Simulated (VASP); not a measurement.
Set up this calculation in VASP 6.6.1, as the native input.

| Quantity | Value |
| --- | --- |
| Task | single point |
| Functional | PBE |
| Potentials or basis | VASP PAW PBE potentials, release 64 (Ge_d, Ir, W_sv) |
| Cutoff | 520 eV |
| k mesh | 6 × 6 × 2 |
| Occupations | gaussian, width 0.1 eV |
| Spin | no spin polarisation |
| Dipole correction | no |
| Further INCAR settings | ALGO = Normal; EDIFF = 1e-06; NBANDS = 48 |

The structure of Ge4IrW lies in POSCAR:

```
Ge4IrW
1.0
    3.6540607400      0.0000000000      0.0000000000
   -1.8270303700      3.1645094300      0.0000000000
    0.0000000000      0.0000000000      7.9412215600
Ge Ir W
4 1 1
Direct
    0.3333333300      0.6666666700      0.7444408500
    0.3333333300      0.6666666700      0.2555591500
    0.6666666700      0.3333333300      0.7444408500
    0.6666666700      0.3333333300      0.2555591500
    0.0000000000      0.0000000000      0.5000000000
    0.0000000000      0.0000000000      0.0000000000
```

The cell was generated, and may not be a known phase.

These files were run (other wordings do the same):

INCAR

```
ALGO = Normal ; EDIFF = 1E-6
ENCUT = 520 ; GGA = PE
ISIF = 2 ; ISMEAR = 0
LASPH = True ; LCHARG = False
LREAL = False ; LWAVE = False
NBANDS = 48 ; NELM = 60
PREC = Accurate ; SIGMA = 0.1
```

KPOINTS

```
k-points
0
Gamma
  6 6 2
```

Potentials or basis: VASP PAW PBE potentials, release 64 (Ge_d, Ir, W_sv).

Command:

```sh
$ cat potpaw_PBE.64/Ge_d/POTCAR potpaw_PBE.64/Ir/POTCAR potpaw_PBE.64/W_sv/POTCAR > POTCAR
$ mpirun -np 1 vasp_std > vasp.out
```

Results of the run:

```yaml
Pressure: 36.7 GPa
Largest_force: 0.138 eV/Å
Band_gap_on_the_k_mesh: zero (an odd number of electrons rules out a gap without spin polarisation)
```

Caveat: the k points lie up to 0.40 Å⁻¹ apart, too coarse for converged energies and pressures of a metal; spin-orbit coupling is left out, which moves the levels of the heavy elements.

Wall time 110 s on 1 thread of Intel Xeon 8259CL (shared host), peak memory 0.24 GiB.
